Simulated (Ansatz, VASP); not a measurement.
## Co in VASP and in Ansatz

```
Co
1.0
     2.38506    0.00000    0.00000
     0.00000    2.38506    0.00000
     0.00000    0.00000    3.37188
Co
2
Direct
  0.00000 0.00000 0.00000
  0.50000 0.50000 0.50000
```

Alike in both runs: task single point; functional LDA; k mesh 15 × 15 × 11; occupations fermi-dirac, width 0.05 eV; collinear spin.

|  | VASP | Ansatz |
| --- | --- | --- |
| version | VASP 6.6.1 | Ansatz 0.2.0 |
| potentials or method | VASP PAW LDA potentials, release 64 (Co), cutoff 520 eV | plane waves (420 eV) with PAW, scalar-relativistic |
| valence electrons in the cell | 18 | 34 |

```tsv
	VASP	Ansatz	Ansatz less VASP
pressure (GPa)	11.5	13.7	+2.18
traceless stress, the component that is largest in VASP (GPa)	0.23	0.12	-0.105
net moment per atom (μB)	1.41	1.47	+0.068
size of the moment on the site where the two differ most (μB)	1.40	1.51	+0.116
```

Ansatz warns that its potentials were made for another functional, while VASP's fit it. LDA's correlation is that of Perdew and Zunger in VASP and of Perdew and Wang (1992) in Ansatz. Site moments also hang on the region over which each program counts them. VASP's potentials hold 18 valence electrons a cell and Ansatz's 34, so a difference there can come from the potentials and not from the codes.
